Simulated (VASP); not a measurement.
## Ta4S: single point with LDA

The system is Ta4S, a slab with vacuum.

```
Ta S
1.0
     3.25285    0.00000    0.00000
     0.00000    3.25285    0.00000
     0.00000    0.00000   20.21340
Ta S
4 1
Direct
  0.50000 0.50000 0.19789
  0.00000 0.00000 0.27835
  0.50000 0.50000 0.35802
  0.00807 0.21758 0.45692
  0.12500 0.75000 0.53755
```

```
Program             : VASP 6.6.1
Task                : single point
Functional          : LDA
Potentials or basis : VASP PAW LDA potentials, release 64 (Ta_pv, S)
Cutoff              : 520 eV
k mesh              : 8 × 8 × 1
Occupations         : gaussian, width 0.1 eV
Spin                : no spin polarisation
```

```
Largest force          : 1.678 eV/Å
Band gap on the k mesh : zero (bands 25 and 26 overlap by 0.42 eV)
```

Forces in eV/Å, atoms in the order of the input:
```
Ta  -0.043 -0.026  1.678
Ta   0.115  0.063 -0.970
Ta  -0.046  1.049 -0.755
Ta  -0.001  0.001  0.008
S   -0.026 -1.086  0.040
```

Levels at points of the mesh, in eV from the Fermi level:
| k point | band 23 | band 24 | band 25 | band 26 | band 27 | band 28 |
| --- | --- | --- | --- | --- | --- | --- |
| (0.00, 0.00, 0.00) | -0.12 | 0.04 | 0.26 | 0.48 | 0.76 | 1.06 |
| (0.50, 0.00, 0.00) | -0.96 | -0.55 | -0.11 | 0.34 | 1.18 | 1.30 |
| (0.00, 0.50, 0.00) | -0.80 | -0.71 | -0.44 | 0.59 | 0.92 | 1.41 |
| (0.50, 0.50, 0.00) | -1.27 | -0.26 | -0.21 | 0.46 | 1.74 | 2.40 |

Run time: 3.4 min on 1 thread of Intel(R) Xeon(R) 6975P-C (Granite Rapids), on a shared host, peak memory 0.34 GiB.

Caveat: spin-orbit coupling is left out, which moves the levels of the heavy elements.
